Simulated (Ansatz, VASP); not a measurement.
**FeCo3: VASP beside Ansatz**

```
Fe Co
1.0
     3.53570    0.00000    0.00000
     0.00000    3.53570    0.00000
     0.00000    0.00000    3.53570
Fe Co
1 3
Cartesian
  0.0000 0.0000 0.0000
  1.7679 1.7679 0.0000
  1.7679 0.0000 1.7679
  0.0000 1.7679 1.7679
```

Alike in both runs: task single point; functional r2SCAN; k mesh 12 × 12 × 12; occupations gaussian, width 0.1 eV; collinear spin.

```csv
,VASP,Ansatz
version,VASP 6.6.1,Ansatz 0.2.0
potentials or method,"VASP PAW PBE potentials, release 64 (Fe, Co), cutoff 520 eV","scalar-relativistic, plane waves, PAW"
valence electrons in the cell,35,67
```

VASP gave:

```
gap on the k mesh at the Fermi level (eV)                     : none
pressure (GPa)                                                : -4.4
net moment per atom (μB)                                      : 0.68
size of the moment on the site where the two differ most (μB) : 1.96
```

Problem. What did Ansatz give for the same quantities?

Solution. gap on the k mesh at the Fermi level (eV): none; pressure (GPa): -4.7; net moment per atom (μB): 0.71; size of the moment on the site where the two differ most (μB): 1.80.

VASP's potentials were made for PBE, not for r2SCAN. Site moments also hang on the region over which each program counts them. A gap of «none» marks a metal or a gap that the smearing closes. The functional is the same, so the differences come from potentials, cutoffs and numerics. VASP's potentials hold 35 valence electrons a cell and Ansatz's 67, so a difference there can come from the potentials and not from the codes. Ansatz's warnings: stability check not made.
